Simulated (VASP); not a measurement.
# S: single point with PBE

The system is S.

```
CELL_PARAMETERS angstrom
-1.19237 1.19237 1.19237
1.19237 -1.19237 1.19237
1.19237 1.19237 -1.19237
ATOMIC_POSITIONS crystal
S 0.00000 0.00000 0.00000
```

This isn't the form of S at room conditions, which is orthorhombic, of S8 rings.

- Program: VASP 6.6.1
- Task: single point
- Functional: PBE
- Potentials or basis: VASP PAW PBE potentials, release 64 (S)
- Cutoff: 520 eV
- k mesh: 16 × 16 × 16
- Occupations: fermi-dirac, width 0.1 eV
- Spin: no spin polarisation
- Dipole correction: no
- Further INCAR settings: ALGO = Normal; EDIFF = 1e-07; NBANDS = 9

| Quantity | Value |
| --- | --- |
| Pressure | 342.4 GPa |
| Band gap on the k mesh | zero (bands 3 and 4 overlap by 22.73 eV) |

Levels at points of the mesh, in eV from the Fermi level:
| k point | band 1 | band 2 | band 3 | band 4 | band 5 | band 6 |
| --- | --- | --- | --- | --- | --- | --- |
| (0.00, 0.00, 0.00) | -29.97 | 11.30 | 11.30 | 11.30 | 12.62 | 12.62 |
| (0.50, 0.00, 0.00) | -17.99 | -17.68 | 1.56 | 4.66 | 6.06 | 9.56 |
| (0.50, 0.50, 0.50) | -8.20 | -8.20 | -8.20 | -3.66 | -3.66 | -3.05 |

It took 7 s on 1 thread of Intel Xeon 8259CL, on a shared host, peak memory 0.11 GiB.

Caveat: the cell stands under pressure.
